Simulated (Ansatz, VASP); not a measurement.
**One calculation of Ir, two programs**

```xyz
1
Lattice="-0.0524 1.9054 1.9054 1.8530 0.0000 1.8530 1.9054 1.9054 -0.0524" Properties=species:S:1:pos:R:3 pbc="T T T"
Ir    0.0000    0.0000    0.0000
```

Change from the starting cell: engineering shear strain xz -0.0550, engineering shear strain yz +0.0000.

Alike in both runs: task single point; functional LDA; k mesh 20 × 20 × 20; occupations gaussian, width 0.15 eV; no spin polarisation.

```csv
,VASP,Ansatz
version,VASP 6.6.1,Ansatz 0.2.0
potentials or method,"VASP PAW LDA potentials, release 64 (Ir), cutoff 520 eV","scalar-relativistic, plane waves, PAW"
valence electrons in the cell,9,17
```

```tsv
	VASP	Ansatz	Ansatz less VASP
gap on the k mesh at the Fermi level (eV)	none	none	-
pressure (GPa)	6.8	1.7	-5.16
traceless stress, the component that is largest in VASP (GPa)	16.73	16.71	-0.024
```

LDA's correlation is that of Perdew and Zunger in VASP and of Perdew and Wang (1992) in Ansatz. A gap of «none» marks a metal or a gap that the smearing closes. One of these differences is far larger than is usual between the two programs; its cause wasn't traced. VASP's potentials hold 9 valence electrons a cell and Ansatz's 17, so a difference there can come from the potentials and not from the codes.

Spin-orbit coupling is off throughout.
